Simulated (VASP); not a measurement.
Crystal: Hf.

```
CELL_PARAMETERS angstrom
-1.80500 1.80500 1.80500
1.80500 -1.80500 1.80500
1.80500 1.80500 -1.80500
ATOMIC_POSITIONS crystal
Hf 0.00000 0.00000 0.00000
```

| Property | Result |
| --- | --- |
| Program | VASP 6.6.1 |
| Task | relaxation of cell and atoms |
| Functional | revPBE |
| Dispersion | D4 |
| Potentials or basis | VASP PAW PBE potentials, release 64 (Hf_pv) |
| Cutoff | 600 eV |
| k mesh | 10 × 10 × 10 |
| Occupations | fermi-dirac, width 0.05 eV |
| Spin | no spin polarisation |

At the start: pressure -5.1 GPa; volume 23.52 Å³/atom.

Problem. How do energy, volume and symmetry change on relaxing?

Solution. Over 5 steps the energy falls by 20.7 meV/atom and the volume is 22.29 Å³/atom (-5.2 %); space group Im-3m (No. 229, to 0.05 Å).

The path:
| step | energy change (eV) | largest force (eV/Å) | pressure (GPa) | volume (Å³) |
| --- | --- | --- | --- | --- |
| 1 | 0.0000 | 0.0000 | -5.06 | 23.52 |
| 2 | 0.0009 | 0.0000 | 5.80 | 21.08 |
| 3 | -0.0207 | 0.0000 | -0.19 | 22.29 |
| 4 | -0.0207 | 0.0000 | 0.09 | 22.25 |
| 5 | -0.0207 | 0.0000 | -0.03 | 22.29 |

Final structure:
```
Hf
1.0
    -1.77286    1.77286    1.77286
     1.77286   -1.77286    1.77286
     1.77286    1.77286   -1.77286
Hf
1
Direct
  0.00000 0.00000 0.00000
```

Caveat: the PAW data sets were made with another functional, which shifts forces and pressure a little; pairwise dispersion overbinds metals, which lowers pressure and volume.
